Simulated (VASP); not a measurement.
# Si (Ia-3) in VASP: a series of runs

The runs below take Si through single point, with PBEsol.

Everything below comes from runs of VASP 6.6.1. Logs are shortened: lines on timing, memory, paths and dates and some standing lists are left out, and cuts for length are marked.

### Step 1. The cell of the first run

The structure is cubic, space group Ia-3 (No. 206). The conventional cell has a = 6.419 Å, b = 6.419 Å, c = 6.419 Å, α = 90.00°, β = 90.00°, γ = 90.00°. Within 3.0 Å of Si (site symmetry 3) lie 4 Si at 2.28 to 2.31 Å.

### Step 2. Single point, PBEsol (volume 16.528 Å^3 an atom, c/a of the conventional cell 1.0000)

INCAR

```
SYSTEM = Si
PREC = Accurate ; ENCUT = 520
EDIFF = 1E-6 ; ISMEAR = 0
SIGMA = 0.15 ; LREAL = .False.
LASPH = .True. ; NELM = 100
ALGO = Normal ; ISIF = 2
LWAVE = .False. ; LCHARG = .False.
GGA = PS ; NBANDS = 26
```

KPOINTS

```
Automatic mesh
0
Gamma
  10 10 10
  0 0 0
```

POSCAR

```
Si
1.0
   -3.2093476675      3.2093476675      3.2093476675
    3.2093476675     -3.2093476675      3.2093476675
    3.2093476675      3.2093476675     -3.2093476675
Si
8
Direct
    0.2047947401      0.2047947401      0.2047947401
    0.5000000000      0.0000000000      0.2952052599
    0.2952052599      0.5000000000      0.0000000000
    0.0000000000      0.2952052599      0.5000000000
    0.7952052599      0.7952052599      0.7952052599
    0.5000000000      0.0000000000      0.7047947401
    0.7047947401      0.5000000000      0.0000000000
    0.0000000000      0.7047947401      0.5000000000
```

Potentials or basis: VASP PAW PBE potentials, release 64 (Si).

On the command line:

```sh
> cat potpaw_PBE.64/Si/POTCAR > POTCAR
> mpirun -np 1 vasp_std > vasp.out
```

OUTCAR:

```text
SYSTEM = Si
   PREC = Accurate
   ENCUT = 520
   EDIFF = 1E-6
   ISMEAR = 0
   LREAL = .False.
   LASPH = .True.
   NELM = 100
   ISIF = 2
   GGA = PS

 ion  position               nearest neighbor table
   1  0.205  0.205  0.205-   5 2.28   3 2.31   4 2.31   2 2.31
   2  0.500  0.000  0.295-   6 2.28   4 2.31   1 2.31   3 2.31
   3  0.295  0.500  0.000-   7 2.28   2 2.31   1 2.31   4 2.31
   4  0.000  0.295  0.500-   8 2.28   3 2.31   1 2.31   2 2.31
   5  0.795  0.795  0.795-   1 2.28   6 2.31   7 2.31   8 2.31
   6  0.500  0.000  0.705-   2 2.28   5 2.31   7 2.31   8 2.31
   7  0.705  0.500  0.000-   3 2.28   5 2.31   8 2.31   6 2.31
   8  0.000  0.705  0.500-   4 2.28   5 2.31   6 2.31   7 2.31

  LATTYP: Found a body centered cubic cell.
 ALAT       =     6.4186953350

  Lattice vectors:

 A1 = (  -3.2093476675,   3.2093476675,   3.2093476675)
 A2 = (   3.2093476675,  -3.2093476675,   3.2093476675)
 A3 = (   3.2093476675,   3.2093476675,  -3.2093476675)

Analysis of symmetry for initial positions (statically):
=====================================================================
 Subroutine PRICEL returns:
 Original cell was already a primitive cell.

 Routine SETGRP: Setting up the symmetry group for a
 body centered cubic supercell.

 Subroutine GETGRP returns: Found 24 space group operations
 (whereof  6 operations were pure point group operations)
 out of a pool of 48 trial point group operations.

The static configuration has the point symmetry S_6 .
 The point group associated with its full space group is T_h .

Analysis of symmetry for dynamics (positions and initial velocities):
=====================================================================
 Subroutine PRICEL returns:
 Original cell was already a primitive cell.

 Routine SETGRP: Setting up the symmetry group for a
 body centered cubic supercell.

 Subroutine GETGRP returns: Found 24 space group operations
 (whereof  6 operations were pure point group operations)
 out of a pool of 48 trial point group operations.

The dynamic configuration has the point symmetry S_6 .
 The point group associated with its full space group is T_h .

 Subroutine INISYM returns: Found 24 space group operations
 (whereof  6 operations are pure point group operations),
 and found     1 'primitive' translations

----------------------------------------------------------------------------------------

                                     Primitive cell

  volume of cell :     132.2240

  direct lattice vectors                    reciprocal lattice vectors
    -3.209347667  3.209347667  3.209347667     0.000000000  0.155794900  0.155794900
     3.209347667 -3.209347667  3.209347667     0.155794900  0.000000000  0.155794900
     3.209347667  3.209347667 -3.209347667     0.155794900  0.155794900  0.000000000

  length of vectors
     5.558753219  5.558753219  5.558753219     0.220327261  0.220327261  0.220327261

  position of ions in fractional coordinates (direct lattice)
     0.204794740  0.204794740  0.204794740
     0.500000000  0.000000000  0.295205260
     0.295205260  0.500000000  0.000000000
     0.000000000  0.295205260  0.500000000
     0.795205260  0.795205260  0.795205260
     0.500000000  0.000000000  0.704794740
     0.704794740  0.500000000  0.000000000
     0.000000000  0.704794740  0.500000000

  ion indices of the primitive-cell ions
   primitive index   ion index
                 1           1
                 2           2
                 3           3
                 4           4
                 5           5
                 6           6
                 7           7
                 8           8

----------------------------------------------------------------------------------------

 KPOINTS: Automatic mesh

Automatic generation of k-mesh.
 Grid dimensions read from file:
 generate k-points for:   10   10   10

 Generating k-lattice:

  Cartesian coordinates                     Fractional coordinates (reciprocal lattice)
     0.000000000  0.015579490  0.015579490     0.100000000  0.000000000  0.000000000
     0.015579490  0.000000000  0.015579490     0.000000000  0.100000000  0.000000000
     0.015579490  0.015579490  0.000000000     0.000000000  0.000000000  0.100000000

  Length of vectors
     0.022032726  0.022032726  0.022032726

  Shift w.r.t. Gamma in fractional coordinates (k-lattice)
     0.000000000  0.000000000  0.000000000

 Subroutine IBZKPT returns following result:
 ===========================================

 Found     61 irreducible k-points:

 Following reciprocal coordinates:
            Coordinates               Weight
  0.000000  0.000000  0.000000      1.000000
  0.100000  0.000000  0.000000     12.000000
  0.200000  0.000000  0.000000     12.000000
  0.300000  0.000000  0.000000     12.000000
  0.400000  0.000000  0.000000     12.000000
  0.500000  0.000000  0.000000      6.000000
[... 16 lines left out ...]
 -0.100000  0.100000  0.100000      6.000000
  0.200000  0.200000  0.100000     24.000000
 [... further k-points ...]
   k-points           NKPTS =     61   k-points in BZ     NKDIM =     61   number of bands    NBANDS=     26
   number of dos      NEDOS =    301   number of ions     NIONS =      8
   total plane-waves  NPLWV =  74088
   dimension x,y,z NGX =    42 NGY =   42 NGZ =   42
   dimension x,y,z NGXF=    84 NGYF=   84 NGZF=   84
   ions per type =               8
   NGX,Y,Z   is equivalent  to a cutoff of  12.56, 12.56, 12.56 a.u.
   NGXF,Y,Z  is equivalent  to a cutoff of  25.12, 25.12, 25.12 a.u.
 SYSTEM =  Si
   PREC   = accura    normal or accurate (medium, high low for compatibility)
   ISTART =      0    job   : 0-new  1-cont  2-samecut
   ICHARG =      2    charge: 1-file 2-atom 10-const
   ISPIN  =      1    spin polarized calculation?
   LNONCOLLINEAR =      F non collinear calculations
   LSORBIT =      F    spin-orbit coupling
   LASPH  =      T    aspherical Exc in radial PAW
   ENCUT  =  520.0 eV  38.22 Ry    6.18 a.u.  10.34 10.34 10.34*2*pi/ulx,y,z
   NELM   =    100;   NELMIN=  2; NELMDL= -5     # of ELM steps
   EDIFF  = 0.1E-05   stopping-criterion for ELM
   LREAL  =      F    real-space projection
   EDIFFG = 0.1E-04   stopping-criterion for IOM
   NSW    =      0    number of steps for IOM
   IBRION =     -1    ionic relax: 0-MD 1-quasi-New 2-CG
   NFREE  =      0    steps in history (QN), initial steepest desc. (CG)
   ISIF   =      2    stress and relaxation
   ISYM   =      2    0-nonsym 1-usesym 2-fastsym
   POTIM  = 0.5000    time-step for ionic-motion
   TEBEG  =    0.0;   TEEND  =   0.0 temperature during run
   PSTRESS=    0.0 pullay stress
   NELECT =      32.0000    total number of electrons
   NUPDOWN=      -1.0000    fix difference up-down
   EMIN   =  10.00;   EMAX   =-10.00  energy-range for DOS
   EFERMI =   0.00;   METHOD = LEGACY
   ISMEAR =     0;   SIGMA  =   0.15  broadening in eV -4-tet -1-fermi 0-gaus
   EFERMI_NEDOS =   21; number of points for ismear=-14 and -15
   IALGO  =     38    algorithm
   IMIX   =      4    mixing-type and parameters
     AMIX     =   0.40;   BMIX     =  1.00
     AMIX_MAG =   1.60;   BMIX_MAG =  1.00
  volume/ion in A,a.u.               =      16.53       111.54
  Fermi-wavevector in a.u.,A,eV,Ry     =   1.020206  1.927911 14.161232  1.040821
  Thomas-Fermi vector in A             =   2.153763
   LORBIT       =      0    0 simple, 1 ext, 2 COOP (PROOUT), +10 PAW based schemes
   GGA     = PS    functional components
   LHFCALC =     F    Hartree Fock is set to
   AEXX    =    0.0000 exact exchange contribution
   IVDW    =     0    specifies the selected vdW correction
   LEPSILON=     F    determine dielectric tensor
   LRPA    =     F    only Hartree local field effects (RPA)
 non-spin polarized calculation
 Gauss-broadening in eV      SIGMA  =   0.15
  energy-cutoff  :      520.00
  volume of cell :      132.22
 maximum number of plane-waves:      3577
 NGX is ok and might be reduce to    42
   NGX = 21   NGY = 21   NGZ = 21

 number of electron      31.9999997 magnetization

 Free energy of the ion-electron system (eV)
  ---------------------------------------------------
  ext. energy  EPLUGINS =         0.00000000
  ---------------------------------------------------
  free energy    TOTEN  =       -44.66714835 eV

  energy without entropy =      -44.65464455  energy(sigma->0) =      -44.66089645

 E-fermi :   8.1413     XC(G=0): -10.4720

 val. band max:        8.1136092092   @ k =  -0.4000   0.4000   0.4000
 cond. band min:       8.2168231124   @ k =  -0.4000   0.5000   0.3000
 fundamental gap:      0.1032139031
 Fermi energy:         8.1412574946

 k-point     1 :       0.0000    0.0000    0.0000
  band No.  band energies     occupation
      1      -5.2734      2.00000
      2      -0.3316      2.00000
      3      -0.0248      2.00000
      4      -0.0248      2.00000
      5      -0.0248      2.00000
      6       1.4279      2.00000
[... 18 lines left out ...]
     25      13.9879      0.00000
     26      14.0410      0.00000

 k-point     2 :       0.1000    0.0000    0.0000
  band No.  band energies     occupation
      1      -5.2067      2.00000
      2      -0.6270      2.00000
      3      -0.3367      2.00000
      4      -0.2161      2.00000
      5       0.1452      2.00000
      6       1.3026      2.00000
[... 18 lines left out ...]
     25      13.8658      0.00000
     26      13.9389      0.00000

 k-point     3 :       0.2000    0.0000    0.0000
  band No.  band energies     occupation
      1      -5.0072      2.00000
      2      -1.3260      2.00000
      3      -0.7159      2.00000
      4      -0.5550      2.00000
      5       0.3058      2.00000
      6       1.0401      2.00000
[... 572 lines left out ...]
 k-point    23 :      -0.1000    0.1000    0.1000
  band No.  band energies     occupation
      1      -5.1402      2.00000
      2      -0.8228      2.00000
      3      -0.6252      2.00000
      4      -0.0485      2.00000
      5      -0.0247      2.00000
      6       1.1493      2.00000
[... 18 lines left out ...]
     25      13.9782      0.00000
     26      14.1182      0.00000

 k-point    24 :       0.2000    0.2000    0.1000
  band No.  band energies     occupation
      1      -4.1516      2.00000
      2      -2.2855      2.00000
      3      -2.2516      2.00000
      4      -1.6806      2.00000
      5       1.3450      2.00000
      6       1.7162      2.00000
[... 18 lines left out ...]
     25      13.3608      0.00000
     26      13.6313      0.00000

 [... further k-points ...]

------------------------ aborting loop because EDIFF is reached ----------------------------------------

  FORCE on cell =-STRESS in cart. coord.  units (eV):
  Direction    XX          YY          ZZ          XY          YZ          ZX
  --------------------------------------------------------------------------------------
  -------------------------------------------------------------------------------------
  Total        8.6299041      8.6299041      8.6299041      0.0000000      0.0000000      0.0000000
  in kB      104.5697963    104.5697963    104.5697963      0.0000000      0.0000000      0.0000000
  external PRESSURE =     104.5697963 kB  Pullay stress =       0.0000000 kB

 VOLUME and BASIS-vectors are now :
 -----------------------------------------------------------------------------
  energy-cutoff  :      520.00
  volume of cell :      132.22
      direct lattice vectors                 reciprocal lattice vectors
    -3.209347667  3.209347667  3.209347667     0.000000000  0.155794900  0.155794900
     3.209347667 -3.209347667  3.209347667     0.155794900  0.000000000  0.155794900
     3.209347667  3.209347667 -3.209347667     0.155794900  0.155794900  0.000000000

 POSITION                                       TOTAL-FORCE (eV/Angst)
 -----------------------------------------------------------------------------------
      0.65726      0.65726      0.65726         0.235789      0.235789      0.235789
     -0.65726      2.55209      0.65726        -0.235789     -0.235789      0.235789
      0.65726     -0.65726      2.55209         0.235789     -0.235789     -0.235789
      2.55209      0.65726     -0.65726        -0.235789      0.235789     -0.235789
      2.55209      2.55209      2.55209        -0.235789     -0.235789     -0.235789
      0.65726      3.86661     -0.65726         0.235789      0.235789     -0.235789
     -0.65726      0.65726      3.86661        -0.235789      0.235789      0.235789
      3.86661     -0.65726      0.65726         0.235789     -0.235789      0.235789
 -----------------------------------------------------------------------------------
    total drift:                                0.000000     -0.000000      0.000000

  FREE ENERGIE OF THE ION-ELECTRON SYSTEM (eV)
  ---------------------------------------------------
  free  energy   TOTEN  =       -44.6671483547 eV

  energy  without entropy=      -44.6546445540  energy(sigma->0) =      -44.66089645
```

Wall time 88 s (1 thread of Intel Xeon 6975P-C (Granite Rapids), shared host); peak memory 0.33 GiB.

Results:

- Free energy: -44.6671 eV
- Pressure: 10.5 GPa
- Largest force: 0.408 eV/Å
- Band gap on the k mesh: zero (band 16 reaches 8.49 eV, above the bottom of band 17 at 8.11 eV)

Forces on the atoms (eV/Å):
```
Si   0.236  0.236  0.236
Si  -0.236 -0.236  0.236
Si   0.236 -0.236 -0.236
Si  -0.236  0.236 -0.236
Si  -0.236 -0.236 -0.236
Si   0.236  0.236 -0.236
Si  -0.236  0.236  0.236
Si   0.236 -0.236  0.236
```

Levels at points of the mesh, in eV from the Fermi level:
| k point | band 13 | band 14 | band 15 | band 16 | band 17 | band 18 | band 19 | band 20 |
| --- | --- | --- | --- | --- | --- | --- | --- | --- |
| (0.00, 0.00, 0.00) | -4.54 | -1.48 | -1.48 | -0.80 | 1.76 | 1.76 | 1.76 | 4.02 |
| (0.50, 0.00, 0.00) | -2.24 | -2.24 | -1.36 | -1.36 | 0.31 | 0.31 | 2.12 | 2.12 |
| (0.50, 0.50, 0.50) | -2.78 | -0.64 | 0.35 | 0.35 | 0.35 | 3.05 | 3.05 | 3.05 |

Caveat: the PAW data sets were made with another functional, which shifts forces and pressure a little.

### Step 3. Single point, PBEsol (volume 16.815 Å^3 an atom, c/a of the conventional cell 1.0000)

INCAR

```
PREC = Accurate
ENCUT = 520
EDIFF = 1E-6
ISMEAR = 0
SIGMA = 0.15
LREAL = F
LASPH = T
NELM = 60
ALGO = Normal
ISIF = 2
LWAVE = F
LCHARG = F
GGA = PS
NBANDS = 26
```

KPOINTS

```
Automatic mesh
0
Gamma
  10 10 10
```

Changes to POSCAR since step 2:

```diff
@@ -2,5 +2,5 @@
 1.0
-   -3.2093476675      3.2093476675      3.2093476675
-    3.2093476675     -3.2093476675      3.2093476675
-    3.2093476675      3.2093476675     -3.2093476675
+   -3.2278173806      3.2278173806      3.2278173806
+    3.2278173806     -3.2278173806      3.2278173806
+    3.2278173806      3.2278173806     -3.2278173806
 Si
```

Potentials or basis: VASP PAW PBE potentials, release 64 (Si).

On the command line:

```sh
> cat potpaw_PBE.64/Si/POTCAR > POTCAR
> mpirun -np 1 vasp_std > vasp.out
```

It took 83 s on 1 thread of Intel Xeon 6975P-C (Granite Rapids), shared host; peak memory 0.33 GiB.

It converged, with:

```
Free energy            : -44.7996 eV
Pressure               : 8.0 GPa
Largest force          : 0.317 eV/Å
Band gap on the k mesh : zero (band 16 reaches 8.27 eV, above the bottom of band 17 at 7.92 eV)
```

Forces on the atoms (eV/Å):
```
Si   0.183  0.183  0.183
Si  -0.183 -0.183  0.183
Si   0.183 -0.183 -0.183
Si  -0.183  0.183 -0.183
Si  -0.183 -0.183 -0.183
Si   0.183  0.183 -0.183
Si  -0.183  0.183  0.183
Si   0.183 -0.183  0.183
```

Levels at points of the mesh, in eV from the Fermi level:
| k point | band 13 | band 14 | band 15 | band 16 | band 17 | band 18 | band 19 | band 20 |
| --- | --- | --- | --- | --- | --- | --- | --- | --- |
| (0.00, 0.00, 0.00) | -4.47 | -1.48 | -1.48 | -0.80 | 1.75 | 1.75 | 1.75 | 3.97 |
| (0.50, 0.00, 0.00) | -2.21 | -2.21 | -1.35 | -1.35 | 0.32 | 0.32 | 2.11 | 2.11 |
| (0.50, 0.50, 0.50) | -2.75 | -0.64 | 0.33 | 0.33 | 0.33 | 3.03 | 3.03 | 3.03 |

Caveat: the PAW data sets were made with another functional, which shifts forces and pressure a little.

(Continued in part 2 of 2.)
